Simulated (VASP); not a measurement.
Set up this calculation in VASP 6.6.1, as the native input.

```
Task                   : single point
Functional             : PBE
Potentials or basis    : VASP PAW PBE potentials, release 64 (Se)
Cutoff                 : 520 eV
k mesh                 : 6 × 6 × 5
Occupations            : fermi-dirac, width 0.03 eV
Spin                   : no spin polarisation
Dipole correction      : no
Further INCAR settings : ALGO = Normal; EDIFF = 1e-06; NBANDS = 16
```

The structure of Se lies in POSCAR:

```
Se
1.0
    4.3661999489     -0.0218309997     -0.0218309997
   -2.2020061749      3.7921555737     -0.0079907005
   -0.0247680000     -0.0247680000      4.9536000000
Se
3
Direct
    0.2254000000      0.0000000000      0.3333333333
    0.0000000000      0.2254000000      0.6666666667
    0.7746000000      0.7746000000      0.0000000000
```

This cell differs from its parent crystal: equal xy, yz and zx shear strains of -1 %.

These files were run (other wordings do the same):

INCAR

```
SYSTEM = Se
PREC = Accurate
ENCUT = 520
EDIFF = 1E-6
ISMEAR = -1
SIGMA = 0.03
LREAL = .False.
LASPH = .True.
NELM = 100
ALGO = Normal
ISIF = 2
LWAVE = .False.
LCHARG = .False.
GGA = PE
NBANDS = 16
```

KPOINTS

```
regular mesh
0
Gamma
  6 6 5
  0 0 0
```

Potentials or basis: VASP PAW PBE potentials, release 64 (Se).

The run is started by

```sh
$ cat potpaw_PBE.64/Se/POTCAR > POTCAR
$ mpirun -np 1 vasp_std > vasp.out
```

Results of the run:

- Pressure: 2.9 GPa
- Largest force: 0.531 eV/Å
- Band gap on the k mesh: 1.26 eV, indirect (least direct gap 1.50 eV)

Caveat: the cell differs from its parent crystal (equal xy, yz and zx shear strains of -1 %).

Run time: 44 s on 1 thread of Intel(R) Xeon(R) Platinum 8488C (Sapphire Rapids), on a shared host, peak memory 0.25 GiB.
